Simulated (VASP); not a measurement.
A run of VASP 6.6.1 is set up as follows.

File INCAR:

```
SYSTEM = BaZrO3
PREC = Accurate
ENCUT = 520
EDIFF = 1E-8
ISMEAR = 0
SIGMA = 0.01
LREAL = .FALSE.
LASPH = .TRUE.
NELM = 60
ALGO = Normal
ISIF = 2
LWAVE = .FALSE.
LCHARG = .TRUE.
GGA = CA
IBRION = 8
NSW = 1
```

KPOINTS

```
Automatic mesh
0
G
  4 4 4
  0 0 0
```

Contents of POSCAR:

```
BaZrO3
1.0
    4.1322606106      0.0000000000      0.0000000000
    0.0000000000      4.1322606106      0.0000000000
    0.0000000000      0.0000000000      4.1322606106
Ba Zr O
1 1 3
Direct
    0.0000000000      0.0000000000      0.0000000000
    0.5000000000      0.5000000000      0.5000000000
    0.0000000000      0.5000000000      0.5000000000
    0.5000000000      0.0000000000      0.5000000000
    0.5000000000      0.5000000000      0.0000000000
```

Potentials or basis: VASP PAW LDA potentials, release 64 (Ba_sv, Zr_sv, O).

Launch:

```console
$ cat potpaw_LDA.64/Ba_sv/POTCAR potpaw_LDA.64/Zr_sv/POTCAR potpaw_LDA.64/O/POTCAR > POTCAR
$ mpirun -np 1 vasp_std > vasp.out
```

Task: Estimate the highest phonon frequency at Γ, LO-TO splitting left out.

Result: 550 cm⁻¹.

Phonon frequencies in cm⁻¹ (negative: imaginary):
| q point | frequencies |
| --- | --- |
| (0.000, 0.000, 0.000) | -1 -1 -1 109 109 109 162 162 162 184 184 184 550 550 550 |

Caveat: the k points lie up to 0.38 Å⁻¹ apart; the cell stands under pressure or tension, which shifts response properties.
